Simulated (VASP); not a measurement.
# Al9O in VASP: further runs

Runs on Al9O. Level: PBE. Tasks: single point.

All numbers are computed with VASP 6.6.1; they aren't measurements. Logs are shortened: lines on timing, memory, paths and dates and some standing lists are left out, and cuts for length are marked.

### Step 1. The cell of the first run

The cell holds a slab with vacuum, 10 atoms: a = 2.854 Å, b = 9.808 Å, c = 20.290 Å, α = 90.00°, β = 90.00°, γ = 98.37°.

### Step 2. Single point, PBE

INCAR

```
SYSTEM = Al9O
PREC = Accurate ; ENCUT = 520
EDIFF = 1E-6 ; ISMEAR = 0
SIGMA = 0.1 ; LREAL = .False.
LASPH = .True. ; NELM = 100
ALGO = Normal ; ISIF = 2
LWAVE = .False. ; LCHARG = .True.
LDIPOL = .True. ; IDIPOL = 3
DIPOL = 0.5 0.5 0.337 ; GGA = PE
LELF = .True. ; LVHAR = .True.
LVACPOTAV = .True. ; NBANDS = 28
```

KPOINTS

```
regular mesh
0
Gamma
  9 3 1
  0 0 0
```

POSCAR

```
Al9O
1.0
    2.8543223330      0.0000000000      0.0000000000
   -1.4271611665      9.7033329366      0.0000000000
    0.0000000000      0.0000000000     20.2902708969
Al O
9 1
Direct
    0.5324485604      0.0648971207      0.1971388169
    0.6709687938      0.3419375876      0.2462255645
    0.2986728405      0.5973456810      0.2560429140
    0.9263768872      0.8527537744      0.2658602636
    0.0639738222      0.1277383808      0.3154281718
    0.1995905480      0.4042696935      0.3707822583
    0.8288544886      0.6597110299      0.3785032288
    0.4526361687      0.9111292155      0.3874342692
    0.0947130955      0.1860278331      0.4552457140
    0.5925232094      0.1814597089      0.5000325631
```

Potentials or basis: VASP PAW PBE potentials, release 64 (Al, O).

Command:

```
$ cat potpaw_PBE.64/Al/POTCAR potpaw_PBE.64/O/POTCAR > POTCAR
$ mpirun -np 1 vasp_std > vasp.out
```

OUTCAR:

```text
SYSTEM = Al9O
   PREC = Accurate
   ENCUT = 520
   EDIFF = 1E-6
   ISMEAR = 0
   LREAL = .False.
   LASPH = .True.
   NELM = 100
   ISIF = 2
   GGA = PE

 ion  position               nearest neighbor table
   1  0.532  0.065  0.197-   5 2.86   5 2.86   2 2.87   4 2.87   4 2.87
   2  0.671  0.342  0.246-   1 2.87   3 2.87   3 2.87   5 2.89   5 2.89   6 2.96   6 2.97
   3  0.299  0.597  0.256-   2 2.87   2 2.87   4 2.87   4 2.87   7 2.93   7 2.93   6 2.99
   4  0.926  0.853  0.266-   5 2.85   3 2.87   3 2.87   1 2.87   1 2.87   8 2.90   8 2.91   7 2.96

   5  0.064  0.128  0.315-   4 2.85   1 2.86   1 2.86   2 2.89   2 2.89   9 2.89   6 2.91   8 2.93
                             8 2.93
   6  0.200  0.404  0.371-   9 2.72   7 2.86   7 2.87   5 2.91   2 2.96   2 2.97   3 2.99
   7  0.829  0.660  0.379-   8 2.83   8 2.83   6 2.86   6 2.87   3 2.93   3 2.93   4 2.96
   8  0.453  0.911  0.387-   7 2.83   7 2.83   4 2.90   4 2.91   5 2.93   5 2.93   9 3.32   9 3.33

   9  0.095  0.186  0.455-  10 1.69  10 1.69   6 2.72   5 2.89   8 3.32   8 3.33
  10  0.593  0.181  0.500-   9 1.69   9 1.69

  LATTYP: Found a base centered orthorhombic cell.
 ALAT       =     2.8543223330
 B/A-ratio  =     6.7990449603
 C/A-ratio  =     7.1086123183

  Lattice vectors:

 A1 = (   1.4271611665,  -9.7033329366,   0.0000000000)
 A2 = (   1.4271611665,   9.7033329366,   0.0000000000)
 A3 = (   0.0000000000,   0.0000000000,  20.2902708969)

Analysis of symmetry for initial positions (statically):
=====================================================================
 Subroutine PRICEL returns:
 Original cell was already a primitive cell.

 Routine SETGRP: Setting up the symmetry group for a
 base centered orthorhombic supercell.

 Subroutine GETGRP returns: Found  1 space group operations
 (whereof  1 operations were pure point group operations)
 out of a pool of  8 trial point group operations.

The static configuration has the point symmetry C_1 .

Analysis of symmetry for dynamics (positions and initial velocities):
=====================================================================
 Subroutine PRICEL returns:
 Original cell was already a primitive cell.

 Routine SETGRP: Setting up the symmetry group for a
 base centered orthorhombic supercell.

 Subroutine GETGRP returns: Found  1 space group operations
 (whereof  1 operations were pure point group operations)
 out of a pool of  8 trial point group operations.

The dynamic configuration has the point symmetry C_1 .

 Subroutine INISYM returns: Found  1 space group operations
 (whereof  1 operations are pure point group operations),
 and found     1 'primitive' translations

----------------------------------------------------------------------------------------

                                     Primitive cell

  volume of cell :     561.9683

  direct lattice vectors                    reciprocal lattice vectors
     2.854322333  0.000000000  0.000000000     0.350345856  0.051528686  0.000000000
    -1.427161166  9.703332937  0.000000000     0.000000000  0.103057373  0.000000000
     0.000000000  0.000000000 20.290270897     0.000000000  0.000000000  0.049284704

  length of vectors
     2.854322333  9.807724460 20.290270897     0.354114987  0.103057373  0.049284704

  position of ions in fractional coordinates (direct lattice)
     0.532448560  0.064897121  0.197138817
     0.670968794  0.341937588  0.246225565
     0.298672840  0.597345681  0.256042914
     0.926376887  0.852753774  0.265860264
     0.063973822  0.127738381  0.315428172
     0.199590548  0.404269693  0.370782258
     0.828854489  0.659711030  0.378503229
     0.452636169  0.911129215  0.387434269
     0.094713095  0.186027833  0.455245714
     0.592523209  0.181459709  0.500032563

  ion indices of the primitive-cell ions
   primitive index   ion index
                 1           1
                 2           2
                 3           3
                 4           4
                 5           5
                 6           6
                 7           7
                 8           8
                 9           9
                10          10

----------------------------------------------------------------------------------------

 KPOINTS: regular mesh

Automatic generation of k-mesh.
 Grid dimensions read from file:
 generate k-points for:    9    3    1

 Generating k-lattice:

  Cartesian coordinates                     Fractional coordinates (reciprocal lattice)
     0.038927317  0.005725410  0.000000000     0.111111111 -0.000000000  0.000000000
     0.000000000  0.034352458  0.000000000     0.000000000  0.333333333  0.000000000
     0.000000000  0.000000000  0.049284704     0.000000000  0.000000000  1.000000000

  Length of vectors
     0.039346110  0.034352458  0.049284704

  Shift w.r.t. Gamma in fractional coordinates (k-lattice)
     0.000000000  0.000000000  0.000000000

 -----------------------------------------------------------------------------
|                                                                             |
|           W    W    AA    RRRRR   N    N  II  N    N   GGGG   !!!           |
|           W    W   A  A   R    R  NN   N  II  NN   N  G    G  !!!           |
|           W    W  A    A  R    R  N N  N  II  N N  N  G       !!!           |
|           W WW W  AAAAAA  RRRRR   N  N N  II  N  N N  G  GGG   !            |
|           WW  WW  A    A  R   R   N   NN  II  N   NN  G    G                |
|           W    W  A    A  R    R  N    N  II  N    N   GGGG   !!!           |
|                                                                             |
|     Your reciprocal lattice and k-lattice belong to different lattice       |
|     classes:                                                                |
|                                                                             |
|        The reciprocal lattice is base centered orthorhombic,                |
|        whereas your k-lattice is simple monoclinic.                         |
|                                                                             |
|     Results are often still useful ...                                      |
|                                                                             |
 -----------------------------------------------------------------------------

 WARNING: IBZKPT: internal override: KBLOWUP is changed to .FALSE.
      ... skipping the blow-up phase ...

 Subroutine IBZKPT returns following result:
 ===========================================

 Found     14 irreducible k-points:

 Following reciprocal coordinates:
            Coordinates               Weight
  0.000000  0.000000  0.000000      1.000000
  0.111111 -0.000000  0.000000      2.000000
  0.222222 -0.000000  0.000000      2.000000
  0.333333 -0.000000  0.000000      2.000000
  0.444444 -0.000000  0.000000      2.000000
  0.000000  0.333333  0.000000      2.000000
  0.111111  0.333333  0.000000      2.000000
  0.222222  0.333333  0.000000      2.000000
  0.333333  0.333333  0.000000      2.000000
  0.444444  0.333333  0.000000      2.000000
 -0.444444  0.333333  0.000000      2.000000
 -0.333333  0.333333  0.000000      2.000000
 -0.222222  0.333333  0.000000      2.000000
 -0.111111  0.333333  0.000000      2.000000
   k-points           NKPTS =     14   k-points in BZ     NKDIM =     14   number of bands    NBANDS=     28
   number of dos      NEDOS =    301   number of ions     NIONS =     10
   total plane-waves  NPLWV = 307200
   dimension x,y,z NGX =    24 NGY =   80 NGZ =  160
   dimension x,y,z NGXF=    48 NGYF=  160 NGZF=  320
   ions per type =               9   1
   NGX,Y,Z   is equivalent  to a cutoff of  13.98, 13.56, 13.11 a.u.
   NGXF,Y,Z  is equivalent  to a cutoff of  27.96, 27.12, 26.22 a.u.
 SYSTEM =  Al9O
   PREC   = accura    normal or accurate (medium, high low for compatibility)
   ISTART =      0    job   : 0-new  1-cont  2-samecut
   ICHARG =      2    charge: 1-file 2-atom 10-const
   ISPIN  =      1    spin polarized calculation?
   LNONCOLLINEAR =      F non collinear calculations
   LSORBIT =      F    spin-orbit coupling
   LASPH  =      T    aspherical Exc in radial PAW
   ENCUT  =  520.0 eV  38.22 Ry    6.18 a.u.   5.31 18.24 37.73*2*pi/ulx,y,z
   NELM   =    100;   NELMIN=  2; NELMDL= -5     # of ELM steps
   EDIFF  = 0.1E-05   stopping-criterion for ELM
   LREAL  =      F    real-space projection
   EDIFFG = 0.1E-04   stopping-criterion for IOM
   NSW    =      0    number of steps for IOM
   IBRION =     -1    ionic relax: 0-MD 1-quasi-New 2-CG
   NFREE  =      0    steps in history (QN), initial steepest desc. (CG)
   ISIF   =      2    stress and relaxation
   ISYM   =      2    0-nonsym 1-usesym 2-fastsym
   POTIM  = 0.5000    time-step for ionic-motion
   TEBEG  =    0.0;   TEEND  =   0.0 temperature during run
   PSTRESS=    0.0 pullay stress
   NELECT =      33.0000    total number of electrons
   NUPDOWN=      -1.0000    fix difference up-down
   EMIN   =  10.00;   EMAX   =-10.00  energy-range for DOS
   EFERMI =   0.00;   METHOD = LEGACY
   ISMEAR =     0;   SIGMA  =   0.10  broadening in eV -4-tet -1-fermi 0-gaus
   EFERMI_NEDOS =   21; number of points for ismear=-14 and -15
   IALGO  =     38    algorithm
   IMIX   =      4    mixing-type and parameters
     AMIX     =   0.40;   BMIX     =  1.00
     AMIX_MAG =   1.60;   BMIX_MAG =  1.00
  volume/ion in A,a.u.               =      56.20       379.23
  Fermi-wavevector in a.u.,A,eV,Ry     =   0.636320  1.202470  5.509041  0.404903
  Thomas-Fermi vector in A             =   1.700950
   LORBIT       =      0    0 simple, 1 ext, 2 COOP (PROOUT), +10 PAW based schemes
   GGA     = PE    functional components
   LHFCALC =     F    Hartree Fock is set to
   AEXX    =    0.0000 exact exchange contribution
   IVDW    =     0    specifies the selected vdW correction
   LEPSILON=     F    determine dielectric tensor
   LRPA    =     F    only Hartree local field effects (RPA)
 non-spin polarized calculation
 Gauss-broadening in eV      SIGMA  =   0.10
  energy-cutoff  :      520.00
  volume of cell :      561.97
 maximum number of plane-waves:     15174
 NGX is ok and might be reduce to    24
   NGX = 11   NGY = 37   NGZ = 75

 number of electron      33.0000000 magnetization

 dipolmoment           0.000000      0.000000      0.203966 electrons x Angstroem

 Free energy of the ion-electron system (eV)
  ---------------------------------------------------
  ext. energy  EPLUGINS =         0.00000000
  ---------------------------------------------------
  free energy    TOTEN  =       -39.51107304 eV

  energy without entropy =      -39.48562257  energy(sigma->0) =      -39.49834781

 E-fermi :  -1.1953     XC(G=0):  -3.8160

 val. band max:       -1.2521190416   @ k =   0.2222   0.3333   0.0000
 cond. band min:      -1.1921333281   @ k =   0.0000   0.0000   0.0000
 fundamental gap:      0.0599857136
 Fermi energy:        -1.1952916042

 k-point     1 :       0.0000    0.0000    0.0000
  band No.  band energies     occupation
      1     -20.0165      2.00000
      2     -11.1007      2.00000
      3      -9.6207      2.00000
      4      -9.4907      2.00000
      5      -8.4986      2.00000
      6      -7.0848      2.00000
[... 20 lines left out ...]
     27       3.5198      0.00000
     28       3.7143      0.00000

 k-point     2 :       0.1111   -0.0000    0.0000
  band No.  band energies     occupation
      1     -19.9540      2.00000
      2     -10.8739      2.00000
      3      -9.5067      2.00000
      4      -9.1568      2.00000
      5      -8.2837      2.00000
      6      -6.9543      2.00000
[... 364 lines left out ...]
 k-point    14 :      -0.1111    0.3333    0.0000
  band No.  band energies     occupation
      1     -19.9540      2.00000
      2     -10.7676      2.00000
      3     -10.0455      2.00000
      4      -8.5030      2.00000
      5      -8.1022      2.00000
      6      -7.4212      2.00000
[... 20 lines left out ...]
     27       3.3322      0.00000
     28       3.5970      0.00000

------------------------ aborting loop because EDIFF is reached ----------------------------------------

  FORCE on cell =-STRESS in cart. coord.  units (eV):
  Direction    XX          YY          ZZ          XY          YZ          ZX
  --------------------------------------------------------------------------------------
  -------------------------------------------------------------------------------------
  Total       -3.0726581     -5.4262041     -0.3798180      0.4947852     -0.9113907      0.0382052
  in kB       -8.7601800    -15.4701639     -1.0828651      1.4106376     -2.5983842      0.1089235
  external PRESSURE =      -8.4377363 kB  Pullay stress =       0.0000000 kB

 VOLUME and BASIS-vectors are now :
 -----------------------------------------------------------------------------
  energy-cutoff  :      520.00
  volume of cell :      561.97
      direct lattice vectors                 reciprocal lattice vectors
     2.854322333  0.000000000  0.000000000     0.350345856  0.051528686  0.000000000
    -1.427161166  9.703332937  0.000000000     0.000000000  0.103057373  0.000000000
     0.000000000  0.000000000 20.290270897     0.000000000  0.000000000  0.049284704

 POSITION                                       TOTAL-FORCE (eV/Angst)
 -----------------------------------------------------------------------------------
      1.42716      0.62972      4.00000        -0.007721      0.193068     -0.029270
      1.42716      3.31793      4.99598         0.005655      0.111635      0.053950
     -0.00000      5.79624      5.19518        -0.002237     -0.119251      0.024480
      1.42716      8.27455      5.39438        -0.005738     -0.267291     -0.128519
      0.00030      1.23949      6.40012        -0.003372      0.155662      0.449288
     -0.00726      3.92276      7.52327        -0.005520      0.277439     -0.364030
      1.42430      6.40140      7.67993         0.004193     -0.136472      0.026158
     -0.00836      8.84099      7.86115         0.011144      0.006955     -0.004825
      0.00485      1.80509      9.23706         0.010923      0.022785     -0.034461
      1.43228      1.76076     10.14580        -0.007327     -0.244529      0.007231
 -----------------------------------------------------------------------------------
    total drift:                               -0.000050      0.000033     -0.000266

  FREE ENERGIE OF THE ION-ELECTRON SYSTEM (eV)
  ---------------------------------------------------
  free  energy   TOTEN  =       -39.5110730377 eV

  energy  without entropy=      -39.4856225723  energy(sigma->0) =      -39.49834781

 vacuum level on the upper side and lower side of the slab         4.277         2.944
```

It took 3.7 min on 1 thread of Intel Xeon 6975P-C (Granite Rapids), shared host; peak memory 0.67 GiB.

What came out:

- Free energy: -39.5111 eV
- Largest force: 0.476 eV/Å
- Band gap on the k mesh: zero (an odd number of electrons rules out a gap without spin polarisation)

Forces on the atoms (eV/Å):
```
Al  -0.008  0.193 -0.029
Al   0.006  0.112  0.054
Al  -0.002 -0.119  0.024
Al  -0.006 -0.267 -0.129
Al  -0.003  0.156  0.449
Al  -0.006  0.277 -0.364
Al   0.004 -0.136  0.026
Al   0.011  0.007 -0.005
Al   0.011  0.023 -0.034
O   -0.007 -0.245  0.007
```

Caveat: an odd number of electrons without spin polarisation forces a metal; a magnetic or distorted state may lie lower.

### Step 3. Single point, PBE

INCAR

```
  PREC = Accurate
  ENCUT = 520
  EDIFF = 1E-6
  ISMEAR = 0
  SIGMA = 0.1
  LREAL = F
  LASPH = T
  NELM = 100
  ALGO = Normal
  ISIF = 2
  LWAVE = F
  LCHARG = F
  LDIPOL = T
  IDIPOL = 3
  DIPOL = 0.5 0.5 0.336
  GGA = PE
  NBANDS = 28
```

KPOINTS

```
Automatic mesh
0
Gamma
  9 3 1
```

POSCAR: that of step 2 with these lines changed.

```diff
@@ -16,3 +16,3 @@
     0.4526361687      0.9111292155      0.3874342692
-    0.0947130955      0.1860278331      0.4552457140
-    0.5925232094      0.1814597089      0.5000325631
+    0.5987162945      0.1939225993      0.4482048329
+    1.0925232094      0.1814597089      0.4935965234
```

Potentials or basis: VASP PAW PBE potentials, release 64 (Al, O).

Command:

```
$ cat potpaw_PBE.64/Al/POTCAR potpaw_PBE.64/O/POTCAR > POTCAR
$ mpirun -np 1 vasp_std > vasp.out
```

Wall time 3.7 min (1 thread of Intel Xeon 6975P-C (Granite Rapids), shared host); peak memory 0.68 GiB.

It converged, with:

```yaml
Free_energy: -39.4287 eV
Largest_force: 0.475 eV/Å
Band_gap_on_the_k_mesh: zero (an odd number of electrons rules out a gap without spin polarisation)
```

Forces on the atoms (eV/Å):
```
Al   0.007  0.129 -0.033
Al   0.007  0.136 -0.037
Al  -0.029 -0.178  0.051
Al   0.007 -0.170 -0.142
Al  -0.009  0.158  0.447
Al  -0.010  0.124 -0.188
Al   0.010 -0.056  0.065
Al   0.009 -0.146 -0.160
Al   0.010 -0.003 -0.022
O   -0.001  0.005  0.019
```

Levels at points of the mesh, in eV from the Fermi level:
```tsv
k point	band 12	band 13	band 14	band 15	band 16	band 17	band 18	band 19	band 20	band 21
(0.00, 0.00, 0.00)	-3.36	-2.76	-1.88	-1.77	-0.91	-0.82	0.15	2.00	2.07	2.79
```

Caveat: an odd number of electrons without spin polarisation forces a metal; a magnetic or distorted state may lie lower.
